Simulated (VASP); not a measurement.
**Ba2MgB2: single point with PBE**

Ba2MgB2:

```xyz
5
Lattice="-2.2085 2.2085 5.4261 2.2085 -2.2085 5.4261 2.2085 2.2085 -5.4261" Properties=species:S:1:pos:R:3 pbc="T T T"
Ba    0.0000    2.2085    2.7131
Ba    2.2085    0.0000    2.7131
Mg    0.0000    0.0000    0.0000
B     0.0000    0.0000    4.2107
B     0.0000    0.0000    6.6416
```

```
Program                : VASP 6.6.1
Task                   : single point
Functional             : PBE
Potentials or basis    : VASP PAW PBE potentials, release 64 (Ba_sv, Mg_sv, B)
Cutoff                 : 750 eV
k mesh                 : 6 × 6 × 6
Occupations            : gaussian, width 0.1 eV
Spin                   : no spin polarisation
Dipole correction      : no
Mended                 : yes
Further INCAR settings : ALGO = Normal; EDIFF = 1e-06; NBANDS = 26
```

```json
{
  "Pressure": "14.7 GPa",
  "Largest force": "4.150 eV/Å",
  "Band gap on the k mesh": "zero (bands 18 and 19 overlap by 0.75 eV)"
}
```

Forces in eV/Å, atoms in the order of the input:
```
Ba   0.000  0.000  0.000
Ba   0.000  0.000  0.000
Mg   0.000  0.000  0.000
B    0.000  0.000  4.150
B    0.000  0.000 -4.150
```

Stress tensor (GPa, compression positive):
```
19.59  0.00  0.00
 0.00 19.59  0.00
 0.00  0.00  4.95
```

Levels at points of the mesh, in eV from the Fermi level:
| k point | band 16 | band 17 | band 18 | band 19 | band 20 | band 21 |
| --- | --- | --- | --- | --- | --- | --- |
| (0.00, 0.00, 0.00) | -2.11 | -2.11 | -0.49 | -0.01 | 0.06 | 1.86 |
| (0.50, 0.00, 0.00) | -1.28 | -0.73 | 0.08 | 0.13 | 0.44 | 1.86 |
| (0.50, 0.50, 0.00) | -1.90 | -0.56 | -0.32 | 0.39 | 1.09 | 1.47 |
| (0.50, 0.50, 0.50) | -1.16 | -1.16 | 0.11 | 0.18 | 0.18 | 0.19 |

Run time: 2.8 min on 1 thread of Intel(R) Xeon(R) Platinum 8559C (Emerald Rapids) (shared host), peak memory 0.48 GiB.

Caveat: the cell stands under pressure; spin-orbit coupling is left out, which moves the levels of the heavy elements; forces of over 1 eV/Å act on the atoms, so gaps and moduli don't describe the material at rest.
